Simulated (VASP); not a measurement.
A run of VASP 6.6.1 is set up as follows.

Contents of INCAR:

```
SYSTEM = Zn
ALGO     = Normal         ! electronic algorithm
EDIFF    = 1E-7           ! SCF threshold, eV
EDIFFG   = -0.01          ! ionic threshold
ENCUT    = 600            ! plane-wave cutoff, eV
GGA      = PE             ! functional
IBRION   = 2              ! ionic algorithm
ISIF     = 3              ! what is computed and relaxed
ISMEAR   = 0              ! smearing method
LASPH    = .TRUE.         ! aspherical terms in the spheres
LCHARG   = .FALSE.        ! write CHGCAR
LREAL    = .FALSE.        ! projectors in reciprocal space
LWAVE    = .FALSE.        ! write WAVECAR
NELM     = 100            ! most SCF steps
NSW      = 65             ! ionic steps
PREC     = Accurate       ! precision mode
SIGMA    = 0.1            ! smearing width, eV
```

Contents of KPOINTS:

```
k-points
0
G
  18 18 7
  0 0 0
```

The input POSCAR:

```
Zn
1.0
    2.6350410099      0.0000000000      0.0000000000
   -1.3175205050      2.2820124546      0.0000000000
    0.0000000000      0.0000000000      7.6379861892
Zn
3
Direct
    0.0000000000      0.0000000000      0.0000000000
    0.3333333333      0.6666666667      0.3333333333
    0.6666666667      0.3333333333      0.6666666667
```

Potentials or basis: VASP PAW PBE potentials, release 64 (Zn).

Run with:

```bash
$ cat potpaw_PBE.64/Zn/POTCAR > POTCAR
$ mpirun -np 1 vasp_std > vasp.out
```

(1) Estimate the band gap on the k mesh.

(2) What does it give for the relaxed volume?

## Answers

(1) zero (band 18 reaches 4.69 eV, above the bottom of band 19 at -0.27 eV).

(2) 15.61 Å³/atom.
